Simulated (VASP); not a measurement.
The system is CdF2.

```
Cd F
1.0
     0.00000    2.69400    2.69400
     2.69400    0.00000    2.69400
     2.69400    2.69400    0.00000
Cd F
1 2
Direct
  0.00000 0.00000 0.00000
  0.75000 0.75000 0.75000
  0.25000 0.25000 0.25000
```

```yaml
Program: VASP 6.6.1
Task: relaxation of cell and atoms
Functional: RPBE
Dispersion: D4
Potentials_or_basis: VASP PAW PBE potentials, release 64 (Cd, F)
Cutoff: 600 eV
k_mesh: 9 × 9 × 9
Occupations: fermi-dirac, width 0.05 eV
Spin: no spin polarisation
```

At the start: pressure 6.2 GPa; volume 13.03 Å³/atom.

Q: How do energy, volume and symmetry change on relaxing?

A: Over 3 steps the energy falls by 14.5 meV/atom and the volume is 13.83 Å³/atom (+6.1 %); space group Fm-3m (No. 225, to 0.1 Å) before and after.

The path:
| step | energy change (eV) | largest force (eV/Å) | pressure (GPa) | volume (Å³) |
| --- | --- | --- | --- | --- |
| 1 | 0.0000 | 0.0000 | 6.22 | 39.10 |
| 2 | -0.0414 | 0.0000 | -1.17 | 42.04 |
| 3 | -0.0435 | 0.0000 | 0.02 | 41.48 |

Final structure:
```yaml
crystal:
  lattice:
    - [0.00000, 2.74740, 2.74740]
    - [2.74740, 0.00000, 2.74740]
    - [2.74740, 2.74740, 0.00000]
  atoms:
    - { symbol: Cd, position: [0.00000, 0.00000, 0.00000] }
    - { symbol: F, position: [0.75000, 0.75000, 0.75000] }
    - { symbol: F, position: [0.25000, 0.25000, 0.25000] }
```

Caveat: the PAW data sets were made with another functional, which shifts forces and pressure a little.
